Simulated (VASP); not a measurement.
# Ge (Cmmm) in VASP: notebook

The runs below take Ge through single point, with HSE06, PBE.

Everything below comes from runs of VASP 6.6.1. Logs are shortened: lines on timing, memory, paths and dates and some standing lists are left out, and cuts for length are marked.

## Step 1: The cell of the first run

Symmetry: Cmmm, No. 65, orthorhombic system. The conventional cell has a = 2.849 Å, b = 5.303 Å, c = 2.751 Å, α = 90.00°, β = 90.00°, γ = 90.00°. Ge (site symmetry mmm) has 8 Ge at 2.75 to 3.01 Å within 3.6 Å.

## Step 2: Single point, HSE06

Input file POSCAR:

```
Ge
1.0
    1.4245510352     -2.6515194585      0.0000000000
    1.4245510352      2.6515194585      0.0000000000
    0.0000000000      0.0000000000      2.7511509255
Ge
1
Direct
    0.5000000000      0.5000000000      0.0000000000
```

Input file INCAR.step1:

```
SYSTEM = Ge
PREC = Accurate
ENCUT = 520
EDIFF = 1E-5
ISMEAR = -1
SIGMA = 0.05
LREAL = .FALSE.
LASPH = .TRUE.
NELM = 80
ALGO = Normal
ISIF = 2
LWAVE = .TRUE.
LCHARG = .FALSE.
NBANDS = 13
GGA = PE
```

Input file INCAR.step2:

```
SYSTEM = Ge
PREC = Accurate
ENCUT = 520
EDIFF = 1E-6
ISMEAR = -1
SIGMA = 0.05
LREAL = .FALSE.
LASPH = .TRUE.
NELM = 80
ALGO = Normal
ISIF = 2
LWAVE = .FALSE.
LCHARG = .FALSE.
GGA = PE
LHFCALC = .TRUE.
HFSCREEN = 0.2079
PRECFOCK = Normal
NBANDS = 13
ISTART = 1
```

Input file KPOINTS:

```
regular mesh
0
G
  6 6 6
  0 0 0
```

Potentials or basis: VASP PAW PBE potentials, release 64 (Ge_d).

The run is started by

```bash
> cat potpaw_PBE.64/Ge_d/POTCAR > POTCAR
> cp INCAR.step1 INCAR
> mpirun -np 1 vasp_std > vasp.out
> cp INCAR.step2 INCAR
> mpirun -np 1 vasp_std > vasp.out
```

OUTCAR:

```text
SYSTEM = Ge
   PREC = Accurate
   ENCUT = 520
   EDIFF = 1E-6
   ISMEAR = -1
   LREAL = .FALSE.
   LASPH = .TRUE.
   NELM = 80
   ISIF = 2
   GGA = PE
   LHFCALC = .TRUE.
   HFSCREEN = 0.2079
   PRECFOCK = Normal
   ISTART = 1

 ion  position               nearest neighbor table
   1  0.500  0.500  0.000-

  LATTYP: Found a base centered orthorhombic cell.
 ALAT       =     2.8491020704
 B/A-ratio  =     1.8613018368
 C/A-ratio  =     0.9656203455

  Lattice vectors:

 A1 = (   1.4245510352,  -2.6515194585,   0.0000000000)
 A2 = (   1.4245510352,   2.6515194585,   0.0000000000)
 A3 = (   0.0000000000,   0.0000000000,   2.7511509255)

Analysis of symmetry for initial positions (statically):
=====================================================================
 Subroutine PRICEL returns:
 Original cell was already a primitive cell.

 Routine SETGRP: Setting up the symmetry group for a
 base centered orthorhombic supercell.

 Subroutine GETGRP returns: Found  8 space group operations
 (whereof  8 operations were pure point group operations)
 out of a pool of  8 trial point group operations.

The static configuration has the point symmetry D_2h.

Analysis of symmetry for dynamics (positions and initial velocities):
=====================================================================
 Subroutine PRICEL returns:
 Original cell was already a primitive cell.

 Routine SETGRP: Setting up the symmetry group for a
 base centered orthorhombic supercell.

 Subroutine GETGRP returns: Found  8 space group operations
 (whereof  8 operations were pure point group operations)
 out of a pool of  8 trial point group operations.

The dynamic configuration has the point symmetry D_2h.

 Subroutine INISYM returns: Found  8 space group operations
 (whereof  8 operations are pure point group operations),
 and found     1 'primitive' translations

----------------------------------------------------------------------------------------

                                     Primitive cell

  volume of cell :      20.7834

  direct lattice vectors                    reciprocal lattice vectors
     1.424551035 -2.651519459  0.000000000     0.350987776 -0.188571122  0.000000000
     1.424551035  2.651519459  0.000000000     0.350987776  0.188571122  0.000000000
     0.000000000  0.000000000  2.751150926     0.000000000  0.000000000  0.363484239

  length of vectors
     3.009966958  3.009966958  2.751150926     0.398436303  0.398436303  0.363484239

  position of ions in fractional coordinates (direct lattice)
     0.500000000  0.500000000  0.000000000

  ion indices of the primitive-cell ions
   primitive index   ion index
                 1           1

----------------------------------------------------------------------------------------

 KPOINTS: regular mesh

Automatic generation of k-mesh.
 Grid dimensions read from file:
 generate k-points for:    6    6    6

 Generating k-lattice:

  Cartesian coordinates                     Fractional coordinates (reciprocal lattice)
     0.058497963 -0.031428520  0.000000000     0.166666667  0.000000000  0.000000000
     0.058497963  0.031428520  0.000000000     0.000000000  0.166666667  0.000000000
     0.000000000  0.000000000  0.060580706     0.000000000  0.000000000  0.166666667

  Length of vectors
     0.066406050  0.066406050  0.060580706

  Shift w.r.t. Gamma in fractional coordinates (k-lattice)
     0.000000000  0.000000000  0.000000000

 Subroutine IBZKPT returns following result:
 ===========================================

 Found     52 irreducible k-points:

 Following reciprocal coordinates:
            Coordinates               Weight
  0.000000  0.000000  0.000000      1.000000
  0.166667  0.000000  0.000000      4.000000
  0.333333  0.000000  0.000000      4.000000
  0.500000  0.000000  0.000000      2.000000
  0.166667  0.166667  0.000000      2.000000
  0.333333  0.166667  0.000000      4.000000
[... 16 lines left out ...]
  0.333333  0.333333  0.166667      4.000000
  0.500000  0.333333  0.166667      8.000000
 [... further k-points ...]
   k-points           NKPTS =     52   k-points in BZ     NKDIM =    216   number of bands    NBANDS=     13
   number of dos      NEDOS =    301   number of ions     NIONS =      1
   total plane-waves  NPLWV =  11520
   dimension x,y,z NGX =    24 NGY =   24 NGZ =   20
   dimension x,y,z NGXF=    48 NGYF=   48 NGZF=   40
   ions per type =               1
   NGX,Y,Z   is equivalent  to a cutoff of  13.26, 13.26, 12.09 a.u.
   NGXF,Y,Z  is equivalent  to a cutoff of  26.51, 26.51, 24.17 a.u.
 SYSTEM =  Ge
   PREC   = accura    normal or accurate (medium, high low for compatibility)
   ISTART =      1    job   : 0-new  1-cont  2-samecut
   ICHARG =      0    charge: 1-file 2-atom 10-const
   ISPIN  =      1    spin polarized calculation?
   LNONCOLLINEAR =      F non collinear calculations
   LSORBIT =      F    spin-orbit coupling
   LASPH  =      T    aspherical Exc in radial PAW
   ENCUT  =  520.0 eV  38.22 Ry    6.18 a.u.   5.60  5.60  5.12*2*pi/ulx,y,z
   NELM   =     80;   NELMIN=  2; NELMDL=  0     # of ELM steps
   EDIFF  = 0.1E-05   stopping-criterion for ELM
   LREAL  =      F    real-space projection
   EDIFFG = 0.1E-04   stopping-criterion for IOM
   NSW    =      0    number of steps for IOM
   IBRION =     -1    ionic relax: 0-MD 1-quasi-New 2-CG
   NFREE  =      0    steps in history (QN), initial steepest desc. (CG)
   ISIF   =      2    stress and relaxation
   ISYM   =      3    0-nonsym 1-usesym 2-fastsym
   POTIM  = 0.5000    time-step for ionic-motion
   TEBEG  =    0.0;   TEEND  =   0.0 temperature during run
   PSTRESS=    0.0 pullay stress
   NELECT =      14.0000    total number of electrons
   NUPDOWN=      -1.0000    fix difference up-down
   EMIN   =  10.00;   EMAX   =-10.00  energy-range for DOS
   EFERMI =   0.00;   METHOD = LEGACY
   ISMEAR =    -1;   SIGMA  =   0.05  broadening in eV -4-tet -1-fermi 0-gaus
   EFERMI_NEDOS =   21; number of points for ismear=-14 and -15
   IALGO  =     38    algorithm
   IMIX   =      1    mixing-type and parameters
     AMIX     =   0.40;   BMIX     =  1.00
     AMIX_MAG =   1.60;   BMIX_MAG =  1.00
  volume/ion in A,a.u.               =      20.78       140.25
  Fermi-wavevector in a.u.,A,eV,Ry     =   1.435088  2.711922 28.020880  2.059477
  Thomas-Fermi vector in A             =   2.554425
   LORBIT       =      0    0 simple, 1 ext, 2 COOP (PROOUT), +10 PAW based schemes
   GGA     = PE    functional components
   LHFCALC =     T    Hartree Fock is set to
   PRECFOCK=normal    Normal, Fast or Accurate (Low or Medium for compatibility)
   ENCUT4O =  -1.0   cutoff for four orbital integrals eV
   NKREDX  =     1    reduce k-point grid by
   NKREDY  =     1    reduce k-point grid by
   NKREDZ  =     1    reduce k-point grid by
   AEXX    =    0.2500 exact exchange contribution
   HFSCREEN=    0.2079 screening length (either q_TF or 0.3 A-1)
   HFSCREENC=   0.2079 screening length for correlation (either q_TF or 0.3 A-1)
   ENCUTFOCK=  -1.0 apply spherical cutoff to Coloumb kernel
   IVDW    =     0    specifies the selected vdW correction
   LEPSILON=     F    determine dielectric tensor
   LRPA    =     F    only Hartree local field effects (RPA)
 non-spin polarized calculation
  energy-cutoff  :      520.00
  volume of cell :       20.78
 maximum number of plane-waves:       572
 NGX is ok and might be reduce to    24
  NGX = 18; NGY = 18; NGZ = 16

 number of electron      13.9999998 magnetization

 Free energy of the ion-electron system (eV)
  ---------------------------------------------------
  ext. energy  EPLUGINS =         0.00000000
  ---------------------------------------------------
  free energy    TOTEN  =        -4.96319890 eV

  energy without entropy =       -4.96090682  energy(sigma->0) =       -4.96205286

 E-fermi :   5.8796     XC(G=0):  -8.8783

 val. band max:        5.7319050643   @ k =   0.5000   0.1667   0.0000
 cond. band min:       5.8974575581   @ k =  -0.3333   0.1667   0.0000
 fundamental gap:      0.1655524938
 Fermi energy:         5.8795515976

 k-point     1 :       0.0000    0.0000    0.0000
  band No.  band energies     occupation
      1     -22.5935      2.00000
      2     -22.5326      2.00000
      3     -22.4896      2.00000
      4     -22.4151      2.00000
      5     -22.3908      2.00000
      6      -8.3847      2.00000
      7      12.6782      0.00000
      8      13.1887      0.00000
      9      14.6927      0.00000
     10      16.1228      0.00000
     11      18.4702      0.00000
     12      20.6896      0.00000
     13      21.0502      0.00000

 k-point     2 :       0.1667    0.0000    0.0000
  band No.  band energies     occupation
      1     -22.5812      2.00000
      2     -22.5122      2.00000
      3     -22.4877      2.00000
      4     -22.4186      2.00000
      5     -22.4010      2.00000
      6      -7.6692      2.00000
      7       9.8411      0.00000
      8      11.8799      0.00000
      9      13.3279      0.00000
     10      16.2844      0.00000
     11      17.6003      0.00000
     12      21.3529      0.00000
     13      24.2471      0.00000

 k-point     3 :       0.3333    0.0000    0.0000
  band No.  band energies     occupation
      1     -22.5695      2.00000
      2     -22.5036      2.00000
      3     -22.4389      2.00000
      4     -22.4312      2.00000
      5     -22.4156      2.00000
      6      -5.5502      2.00000
      7       3.8626      2.00000
      8      10.0639      0.00000
      9      14.1593      0.00000
     10      15.0862      0.00000
     11      19.3788      0.00000
     12      25.4729      0.00000
     13      25.6937      0.00000
[... 305 lines left out ...]
 k-point    23 :       0.3333    0.3333    0.1667
  band No.  band energies     occupation
      1     -22.4950      2.00000
      2     -22.4752      2.00000
      3     -22.4561      2.00000
      4     -22.4537      2.00000
      5     -22.4416      2.00000
      6      -1.7385      2.00000
      7       2.7251      2.00000
      8       2.7772      2.00000
      9      12.9987      0.00000
     10      18.3383      0.00000
     11      18.5467      0.00000
     12      24.7531      0.00000
     13      25.7951      0.00000

 k-point    24 :       0.5000    0.3333    0.1667
  band No.  band energies     occupation
      1     -22.5264      2.00000
      2     -22.4910      2.00000
      3     -22.4616      2.00000
      4     -22.4373      2.00000
      5     -22.4212      2.00000
      6      -3.5990      2.00000
      7       1.9184      2.00000
      8       7.5309      0.00000
      9      11.6429      0.00000
     10      17.5331      0.00000
     11      20.8192      0.00000
     12      22.8440      0.00000
     13      26.0086      0.00000

 [... further k-points ...]
[... 5 lines left out ...]
  --------------------------------------------------------------------------------------
  -------------------------------------------------------------------------------------
  Total       -0.9927234     -1.4592595      0.0086175      0.0000000      0.0000000      0.0000000
  in kB      -76.5282201   -112.4930972      0.6643125      0.0000000      0.0000000      0.0000000
  external PRESSURE =     -62.7856683 kB  Pullay stress =       0.0000000 kB

 VOLUME and BASIS-vectors are now :
 -----------------------------------------------------------------------------
  energy-cutoff  :      520.00
  volume of cell :       20.78
      direct lattice vectors                 reciprocal lattice vectors
     1.424551035 -2.651519459  0.000000000     0.350987776 -0.188571122  0.000000000
     1.424551035  2.651519459  0.000000000     0.350987776  0.188571122  0.000000000
     0.000000000  0.000000000  2.751150926     0.000000000  0.000000000  0.363484239

 POSITION                                       TOTAL-FORCE (eV/Angst)
 -----------------------------------------------------------------------------------
      1.42455      0.00000      0.00000         0.000000      0.000000      0.000000
 -----------------------------------------------------------------------------------
    total drift:                                0.000022     -0.000012     -0.000002

  FREE ENERGIE OF THE ION-ELECTRON SYSTEM (eV)
  ---------------------------------------------------
  free  energy   TOTEN  =        -4.9631989034 eV

  energy  without entropy=       -4.9609068208  energy(sigma->0) =       -4.96205286
```

Run time: 47 min. Hardware: 1 thread of AMD EPYC 7R43 (Zen 3), shared host; peak memory 0.21 GiB.

Results:

```yaml
Free_energy: -4.9632 eV
Pressure: -6.3 GPa
Band_gap_on_the_k_mesh: zero (bands 7 and 8 overlap by 10.45 eV)
```

Stress tensor (GPa, compression positive):
```
 -7.65   0.00   0.00
  0.00 -11.25   0.00
  0.00   0.00   0.07
```

Caveat: the k points lie up to 0.42 Å⁻¹ apart, too coarse for converged energies and pressures of a metal; the PAW data sets were made with another functional, which shifts forces and pressure a little.

(Part 1 of 2 ends here.)
